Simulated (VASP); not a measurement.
Here is a VASP 6.6.1 calculation.

Contents of INCAR:

```
SYSTEM = Ni2N
  PREC = Accurate
  ENCUT = 600
  EDIFF = 1E-6
  ISMEAR = 0
  SIGMA = 0.1
  LREAL = .False.
  LASPH = .True.
  NELM = 100
  ALGO = Normal
  ISIF = 3
  LWAVE = .False.
  LCHARG = .False.
  GGA = PE
  IBRION = 2
  NSW = 100
  EDIFFG = -0.01
```

KPOINTS

```
Automatic mesh
0
Gamma
  14 14 16
  0 0 0
```

Contents of POSCAR:

```
Ni2N
1.0
    3.5760489435      0.0000000000      0.0000000000
    0.0000000000      3.5760489435      0.0000000000
    0.0000000000      0.0000000000      2.7741041431
Ni N
2 1
Direct
    0.0000000000      0.5000000000      0.0000000000
    0.5000000000      0.0000000000      0.0000000000
    0.0000000000      0.0000000000      0.0000000000
```

Potentials or basis: VASP PAW PBE potentials, release 64 (Ni, N).

Launch:

```sh
$ cat potpaw_PBE.64/Ni/POTCAR potpaw_PBE.64/N/POTCAR > POTCAR
$ mpirun -np 1 vasp_std > vasp.out
```

**Question.** Predict the band gap on the k mesh.

**Answer.** Zero (an odd number of electrons rules out a gap without spin polarisation).

**Question.** Predict the relaxed volume.

**Answer.** 11.71 Å³/atom.

**Question.** Predict the relaxed cell.

**Answer.** a = 3.584 Å, b = 3.584 Å, c = 2.734 Å, α = 90.00°, β = 90.00°, γ = 90.00°.

The path:
```tsv
step	energy change (eV)	largest force (eV/Å)	pressure (GPa)	volume (Å³)
1	0.0000	0.0000	0.39	35.48
2	-0.0002	0.0000	-1.08	35.62
3	-0.0004	0.0000	-0.49	35.56
4	-0.0010	0.0000	-0.31	35.45
5	-0.0013	0.0000	-0.28	35.35
6	-0.0016	0.0000	-0.12	35.16
7	-0.0016	0.0000	-0.23	35.23
8	-0.0016	0.0000	-0.32	35.21
9	-0.0016	0.0000	-0.31	35.18
10	-0.0016	0.0000	-0.31	35.17
11	-0.0013	0.0000	0.76	35.02
12	-0.0016	0.0000	-0.01	35.12
```

Caveat: the run has no spin polarisation, though such a crystal can be magnetic. Spin polarisation is off, so any magnetic state and its effect on volume and gap are missing.
